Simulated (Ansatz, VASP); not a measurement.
**Si2Mo in VASP and in Ansatz**

The input INCAR:

```
ALGO     = Normal         # electronic algorithm
EDIFF    = 1E-6           # SCF threshold, eV
ENCUT    = 520            # plane-wave cutoff, eV
GGA      = PS             # functional
ISIF     = 2              # what is computed and relaxed
ISMEAR   = -1             # smearing method
LASPH    = T              # aspherical terms in the spheres
LCHARG   = T              # write CHGCAR
LELF     = T              # ELF
LREAL    = F              # projectors in reciprocal space
LVHAR    = T            
LWAVE    = F              # write WAVECAR
NBANDS   = 18             # bands
NELM     = 80             # most SCF steps
PREC     = Accurate       # precision mode
SIGMA    = 0.05           # smearing width, eV
```

The input KPOINTS:

```
k-points
0
Gamma
  12 12 12
```

POSCAR

```
Si2Mo
1.0
   -1.5673377739      1.5673377739      3.8502632003
    1.5673377739     -1.5673377739      3.8502632003
    1.5673377739      1.5673377739     -3.8502632003
Mo Si
1 2
Direct
    0.0000000000      0.0000000000      0.0000000000
    0.6670000000      0.6670000000      0.0000000000
    0.3330000000      0.3330000000      0.0000000000
```

File input.yaml:

```yaml
crystal:
  lattice:
    - [-1.5673377739, 1.5673377739, 3.8502632003]
    - [1.5673377739, -1.5673377739, 3.8502632003]
    - [1.5673377739, 1.5673377739, -3.8502632003]
  atoms:
    - { symbol: Mo, position: [0.0, 0.0, 0.0] }
    - { symbol: Si, position: [0.667, 0.667, 0.0] }
    - { symbol: Si, position: [0.333, 0.333, 0.0] }
kpoints:
  mp_grid: { grid: [12, 12, 12] }
scf:
  occupations: { method: fermi_dirac, width: 0.05 }
hamiltonian:
  xc: pbesol
  pseudopotentials: { kind: all_electron, lapw: { basis_error: 0.001 } }
output:
  forces: true
  stress: true
  eigenvalues: true
```

Change from the starting cell: volume scaled by 0.94.

Alike in both runs: task single point; functional PBEsol; k mesh 12 × 12 × 12; occupations fermi-dirac, width 0.05 eV; no spin polarisation.

|  | VASP | Ansatz |
| --- | --- | --- |
| version | VASP 6.6.1 | Ansatz 0.2.0 |
| potentials or method | VASP PAW PBE potentials, release 64 (Mo_sv, Si), cutoff 520 eV | all-electron LAPW, scalar-relativistic |

Ansatz gave:

```
gap on the k mesh at the Fermi level (eV)                     : none
pressure (GPa)                                                : 12.2
traceless stress, the component that is largest in VASP (GPa) : 0.49
rms of the force components (eV/Å)                            : 0.107
```

**Question.** What did VASP give for the same quantities?

**Answer.** gap on the k mesh at the Fermi level (eV): none; pressure (GPa): 12.7; traceless stress, the component that is largest in VASP (GPa): 0.51; rms of the force components (eV/Å): 0.105.

VASP's potentials were made for PBE, not for PBEsol. Atom by atom the forces differ by 0.002 eV/Å (rms over components). A gap of «none» marks a metal or a gap that the smearing closes. Ansatz ran all-electron here, and VASP with PAW potentials.
